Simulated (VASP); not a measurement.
# ZnS (F-43m) in VASP: notebook

The runs below take ZnS through single point, relaxation of cell and atoms, with PBEsol.

All numbers are computed with VASP 6.6.1; they aren't measurements. Logs are shortened: lines on timing, memory, paths and dates and some standing lists are left out, and cuts for length are marked.

## (1) The cell of the first run

Symmetry: F-43m, No. 216, cubic system. The conventional cell has a = 5.356 Å, b = 5.356 Å, c = 5.356 Å, α = 90.00°, β = 90.00°, γ = 90.00°. Zn (site symmetry -43m) has 4 S at 2.32 Å within 3.1 Å. Within 3.1 Å of S (site symmetry -43m) lie 4 Zn at 2.32 Å.

## (2) Single point, PBEsol

File INCAR:

```
  PREC = Accurate
  ENCUT = 520
  EDIFF = 1E-6
  ISMEAR = 0
  SIGMA = 0.02
  LREAL = False
  LASPH = True
  NELM = 80
  ALGO = Normal
  ISIF = 2
  LWAVE = False
  LCHARG = True
  GGA = PS
  LELF = True
  LVHAR = True
  NBANDS = 16
```

File KPOINTS:

```
Automatic mesh
0
Gamma
  10 10 10
```

File POSCAR:

```
ZnS
1.0
    0.0000000000      2.6780456022      2.6780456022
    2.6780456022      0.0000000000      2.6780456022
    2.6780456022      2.6780456022      0.0000000000
Zn S
1 1
Direct
    0.0000000000      0.0000000000      0.0000000000
    0.7500000000      0.7500000000      0.7500000000
```

Potentials or basis: VASP PAW PBE potentials, release 64 (Zn, S).

Run with:

```sh
$ cat potpaw_PBE.64/Zn/POTCAR potpaw_PBE.64/S/POTCAR > POTCAR
$ mpirun -np 1 vasp_std > vasp.out
```

OUTCAR:

```text
PREC = Accurate
   ENCUT = 520
   EDIFF = 1E-6
   ISMEAR = 0
   LREAL = False
   LASPH = True
   NELM = 80
   ISIF = 2
   GGA = PS

 ion  position               nearest neighbor table
   1  0.000  0.000  0.000-   2 2.32   2 2.32   2 2.32   2 2.32
   2  0.750  0.750  0.750-   1 2.32   1 2.32   1 2.32   1 2.32

  LATTYP: Found a face centered cubic cell.
 ALAT       =     5.3560912044

  Lattice vectors:

 A1 = (   0.0000000000,   2.6780456022,   2.6780456022)
 A2 = (   2.6780456022,   0.0000000000,   2.6780456022)
 A3 = (   2.6780456022,   2.6780456022,   0.0000000000)

Analysis of symmetry for initial positions (statically):
=====================================================================
 Subroutine PRICEL returns:
 Original cell was already a primitive cell.

 Routine SETGRP: Setting up the symmetry group for a
 face centered cubic supercell.

 Subroutine GETGRP returns: Found 24 space group operations
 (whereof 24 operations were pure point group operations)
 out of a pool of 48 trial point group operations.

The static configuration has the point symmetry T_d .

Analysis of symmetry for dynamics (positions and initial velocities):
=====================================================================
 Subroutine PRICEL returns:
 Original cell was already a primitive cell.

 Routine SETGRP: Setting up the symmetry group for a
 face centered cubic supercell.

 Subroutine GETGRP returns: Found 24 space group operations
 (whereof 24 operations were pure point group operations)
 out of a pool of 48 trial point group operations.

The dynamic configuration has the point symmetry T_d .

 Subroutine INISYM returns: Found 24 space group operations
 (whereof 24 operations are pure point group operations),
 and found     1 'primitive' translations

----------------------------------------------------------------------------------------

                                     Primitive cell

  volume of cell :      38.4135

  direct lattice vectors                    reciprocal lattice vectors
     0.000000000  2.678045602  2.678045602    -0.186703318  0.186703318  0.186703318
     2.678045602  0.000000000  2.678045602     0.186703318 -0.186703318  0.186703318
     2.678045602  2.678045602  0.000000000     0.186703318  0.186703318 -0.186703318

  length of vectors
     3.787328411  3.787328411  3.787328411     0.323379633  0.323379633  0.323379633

  position of ions in fractional coordinates (direct lattice)
[... 78 lines left out ...]
   NELM   =     80;   NELMIN=  2; NELMDL= -5     # of ELM steps
   EDIFF  = 0.1E-05   stopping-criterion for ELM
   LREAL  =      F    real-space projection
   EDIFFG = 0.1E-04   stopping-criterion for IOM
   NSW    =      0    number of steps for IOM
   IBRION =     -1    ionic relax: 0-MD 1-quasi-New 2-CG
   NFREE  =      0    steps in history (QN), initial steepest desc. (CG)
   ISIF   =      2    stress and relaxation
   ISYM   =      2    0-nonsym 1-usesym 2-fastsym
   POTIM  = 0.5000    time-step for ionic-motion
   TEBEG  =    0.0;   TEEND  =   0.0 temperature during run
   PSTRESS=    0.0 pullay stress
   NELECT =      18.0000    total number of electrons
   NUPDOWN=      -1.0000    fix difference up-down
   EMIN   =  10.00;   EMAX   =-10.00  energy-range for DOS
   EFERMI =   0.00;   METHOD = LEGACY
   ISMEAR =     0;   SIGMA  =   0.02  broadening in eV -4-tet -1-fermi 0-gaus
   EFERMI_NEDOS =   21; number of points for ismear=-14 and -15
   IALGO  =     38    algorithm
   IMIX   =      4    mixing-type and parameters
     AMIX     =   0.40;   BMIX     =  1.00
     AMIX_MAG =   1.60;   BMIX_MAG =  1.00
  volume/ion in A,a.u.               =      19.21       129.61
  Fermi-wavevector in a.u.,A,eV,Ry     =   1.271562  2.402905 21.998867  1.616871
  Thomas-Fermi vector in A             =   2.404489
   LORBIT       =      0    0 simple, 1 ext, 2 COOP (PROOUT), +10 PAW based schemes
   GGA     = PS    functional components
   LHFCALC =     F    Hartree Fock is set to
   AEXX    =    0.0000 exact exchange contribution
   IVDW    =     0    specifies the selected vdW correction
   LEPSILON=     F    determine dielectric tensor
   LRPA    =     F    only Hartree local field effects (RPA)
 non-spin polarized calculation
 Gauss-broadening in eV      SIGMA  =   0.02
  energy-cutoff  :      520.00
  volume of cell :       38.41
 maximum number of plane-waves:      1056
   NGX = 15   NGY = 15   NGZ = 15

 number of electron      18.0000016 magnetization

 Free energy of the ion-electron system (eV)
  ---------------------------------------------------
  ext. energy  EPLUGINS =         0.00000000
  ---------------------------------------------------
  free energy    TOTEN  =        -7.58891346 eV

  energy without entropy =       -7.58891346  energy(sigma->0) =       -7.58891346

 E-fermi :   2.4120     XC(G=0):  -9.9759

 val. band max:        2.2663603322   @ k =   0.0000   0.0000   0.0000
 cond. band min:       4.3601238004   @ k =   0.0000   0.0000   0.0000
 fundamental gap:      2.0937634682
 Fermi energy:         2.4120374585

 k-point     1 :       0.0000    0.0000    0.0000
  band No.  band energies     occupation
      1     -11.0799      2.00000
      2      -4.2172      2.00000
      3      -4.2172      2.00000
      4      -4.2172      2.00000
      5      -3.6858      2.00000
      6      -3.6858      2.00000
[... 433 lines left out ...]
      3      -3.9567      2.00000
      4      -3.9488      2.00000
      5      -3.6658      2.00000
      6      -3.6241      2.00000
[... 8 lines left out ...]
     15      15.6888      0.00000
     16      18.2082      0.00000

 [... further k-points ...]

------------------------ aborting loop because EDIFF is reached ----------------------------------------

  FORCE on cell =-STRESS in cart. coord.  units (eV):
  Direction    XX          YY          ZZ          XY          YZ          ZX
  --------------------------------------------------------------------------------------
  -------------------------------------------------------------------------------------
  Total        0.0508451      0.0508451      0.0508451      0.0000000      0.0000000      0.0000000
  in kB        2.1206823      2.1206823      2.1206823      0.0000000      0.0000000      0.0000000
  external PRESSURE =       2.1206823 kB  Pullay stress =       0.0000000 kB

 VOLUME and BASIS-vectors are now :
 -----------------------------------------------------------------------------
  energy-cutoff  :      520.00
  volume of cell :       38.41
      direct lattice vectors                 reciprocal lattice vectors
     0.000000000  2.678045602  2.678045602    -0.186703318  0.186703318  0.186703318
     2.678045602  0.000000000  2.678045602     0.186703318 -0.186703318  0.186703318
     2.678045602  2.678045602  0.000000000     0.186703318  0.186703318 -0.186703318

 POSITION                                       TOTAL-FORCE (eV/Angst)
 -----------------------------------------------------------------------------------
      0.00000      0.00000      0.00000        -0.000000     -0.000000     -0.000000
      4.01707      4.01707      4.01707         0.000000      0.000000      0.000000
 -----------------------------------------------------------------------------------
    total drift:                               -0.000002     -0.000002     -0.000002

  FREE ENERGIE OF THE ION-ELECTRON SYSTEM (eV)
  ---------------------------------------------------
  free  energy   TOTEN  =        -7.5889134625 eV

  energy  without entropy=       -7.5889134625  energy(sigma->0) =       -7.58891346
```

OSZICAR:

```text
N       E                     dE             d eps       ncg     rms          rms(c)
DAV:   1     0.879141545047E+02    0.87914E+02   -0.89783E+03  1504   0.135E+03
DAV:   2    -0.259000357803E+01   -0.90504E+02   -0.84131E+02  1768   0.258E+02
DAV:   3    -0.794143594969E+01   -0.53514E+01   -0.53306E+01  1824   0.614E+01
DAV:   4    -0.799636887826E+01   -0.54933E-01   -0.54921E-01  1888   0.656E+00
DAV:   5    -0.799700392877E+01   -0.63505E-03   -0.63504E-03  1888   0.667E-01    0.702E+00
DAV:   6    -0.761310446261E+01    0.38390E+00   -0.79436E-01  2192   0.328E+01    0.551E+00
DAV:   7    -0.759242693212E+01    0.20678E-01   -0.23726E-01  1816   0.492E+00    0.263E+00
DAV:   8    -0.758903185001E+01    0.33951E-02   -0.53252E-03  2096   0.100E+00    0.609E-01
DAV:   9    -0.758883857615E+01    0.19327E-03   -0.10166E-03  1864   0.267E-01    0.929E-02
DAV:  10    -0.758892236752E+01   -0.83791E-04   -0.16296E-04  1872   0.917E-02    0.239E-02
DAV:  11    -0.758891310342E+01    0.92641E-05   -0.28846E-05  1840   0.437E-02    0.469E-03
DAV:  12    -0.758891346248E+01   -0.35906E-06   -0.34888E-06  1856   0.131E-02
   1 F= -.75889135E+01 E0= -.75889135E+01  d E =-.307758E-27
```

stdout:

```text
POSCAR found type information on POSCAR ZnS
 POSCAR found :  2 types and       2 ions
 scaLAPACK will be used
 -----------------------------------------------------------------------------
|                                                                             |
|                                                                             |
|     You enforced a specific xc type in the INCAR file but a different       |
|     I HOPE YOU KNOW WHAT YOU ARE DOING!                                     |
|                                                                             |
 -----------------------------------------------------------------------------

 LDA part: xc-table for (Slater+PW92), standard interpolation
 POSCAR, INCAR and KPOINTS ok, starting setup
 FFT: planning ... GRIDC
 FFT: planning ... GRID_SOFT
 FFT: planning ... GRID
 WAVECAR not read
 entering main loop
```

Run time: 12 s. Hardware: 1 thread of AMD EPYC 9R45 (Zen 5), shared host; peak memory 0.14 GiB.

Results:

```yaml
Free_energy: -7.5889 eV
Pressure: 0.2 GPa
Band_gap_on_the_k_mesh: 2.09 eV
```

Caveat: the PAW data sets were made with another functional, which shifts forces and pressure a little.

## (3) Relaxation of cell and atoms, PBEsol

This run uses another cell than the first one, of 19.55 Å³/atom.

File INCAR:

```
SYSTEM = ZnS
PREC = Accurate ; ENCUT = 600
EDIFF = 1E-6 ; ISMEAR = 0
SIGMA = 0.02 ; LREAL = .False.
LASPH = .True. ; NELM = 80
ALGO = Normal ; ISIF = 3
LWAVE = .False. ; LCHARG = .False.
GGA = PS ; IBRION = 2
NSW = 100 ; EDIFFG = -0.005
```

File KPOINTS:

```
regular mesh
0
Gamma
  10 10 10
  0 0 0
```

File POSCAR:

```
ZnS
1.0
    0.0000000000      2.6936828800      2.6936828800
    2.6936828800      0.0000000000      2.6936828800
    2.6936828800      2.6936828800      0.0000000000
Zn S
1 1
Direct
    0.0000000000      0.0000000000      0.0000000000
    0.7500000000      0.7500000000      0.7500000000
```

Potentials or basis: VASP PAW PBE potentials, release 64 (Zn, S).

Run with:

```sh
$ cat potpaw_PBE.64/Zn/POTCAR potpaw_PBE.64/S/POTCAR > POTCAR
$ mpirun -np 1 vasp_std > vasp.out
```

Wall time 26 s (1 thread of AMD EPYC 9R45 (Zen 5), shared host); peak memory 0.16 GiB.

Results (log left out):

| Property | Result |
| --- | --- |
| Free energy | -7.5893 eV |
| Relaxed volume | 19.27 Å³/atom |
| Relaxed cell | a = 3.791 Å, b = 3.791 Å, c = 3.791 Å, α = 60.00°, β = 60.00°, γ = 60.00° |
| Space group after relaxing (to 0.1 Å) | F-43m (No. 216) |
| Energy gained by relaxing | 1.0 meV/atom |
| Ionic steps | 4 |
| Pressure after relaxing | 0.0 GPa |
| Band gap on the k mesh | 2.08 eV |

The path:
```tsv
step	energy change (eV)	largest force (eV/Å)	pressure (GPa)	volume (Å³)
1	0.0000	0.0000	-1.07	39.09
2	-0.0019	0.0000	0.35	38.36
3	-0.0020	0.0000	0.05	38.51
4	-0.0020	0.0000	-0.04	38.54
```

Final structure:
```yaml
crystal:
  lattice:
    - [0.00000, 2.68087, 2.68087]
    - [2.68087, 0.00000, 2.68087]
    - [2.68087, 2.68087, 0.00000]
  atoms:
    - { symbol: Zn, position: [0.00000, 0.00000, 0.00000] }
    - { symbol: S, position: [0.75000, 0.75000, 0.75000] }
```

Levels at points of the mesh, in eV from the valence-band top:
```tsv
k point	band 5	band 6	band 7	band 8	band 9	band 10	band 11	band 12	band 13
(0.00, 0.00, 0.00)	-5.94	-5.94	0.00	0.00	0.00	2.08	6.29	6.29	6.29
(0.50, 0.00, 0.00)	-5.91	-5.74	-5.52	-0.91	-0.91	3.24	6.82	6.82	8.78
(0.50, 0.50, 0.00)	-5.86	-5.72	-4.70	-2.34	-2.34	3.18	3.96	11.00	12.04
```

Caveat: the PAW data sets were made with another functional, which shifts forces and pressure a little.
